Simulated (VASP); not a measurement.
## Ru: single point with PBE

Crystal: Ru.

```
CELL_PARAMETERS angstrom
2.54521 0.00000 0.00000
0.00000 2.54521 0.00000
0.00000 0.00000 2.54521
ATOMIC_POSITIONS crystal
Ru 0.00000 0.00000 0.00000
```

This cell differs from its parent crystal: volume scaled by 1.04.

```
Program             : VASP 6.6.1
Task                : single point
Functional          : PBE
Potentials or basis : VASP PAW PBE potentials, release 64 (Ru_pv)
Cutoff              : 520 eV
k mesh              : 14 × 14 × 14
Occupations         : fermi-dirac, width 0.1 eV
Spin                : no spin polarisation
```

| Quantity | Value |
| --- | --- |
| Pressure | -7.6 GPa |
| Band gap on the k mesh | zero (band 7 reaches 13.31 eV, above the bottom of band 8 at 9.13 eV) |

Levels at points of the mesh, in eV from the Fermi level:
```
           k point  band 3  band 4  band 5  band 6  band 7  band 8  band 9  band 10  band 11  band 12
(0.00, 0.00, 0.00)  -42.37   -6.87   -5.01   -5.01    1.52    1.52    1.52    11.00    16.35    16.35
(0.50, 0.00, 0.00)  -42.28   -4.31   -4.24   -0.91   -0.91   -0.15    1.76     6.97    11.00    16.38
(0.50, 0.50, 0.00)  -42.21   -5.67   -3.40   -0.44   -0.44    3.30    5.55     5.55    11.00    13.47
(0.50, 0.50, 0.50)  -43.06   -4.40   -4.40   -4.40    3.46    3.46    9.30    11.00    12.19    12.19
```

Run time: 9.9 s on 1 thread of Intel(R) Xeon(R) Platinum 8488C (Sapphire Rapids), on a shared host, peak memory 0.14 GiB.
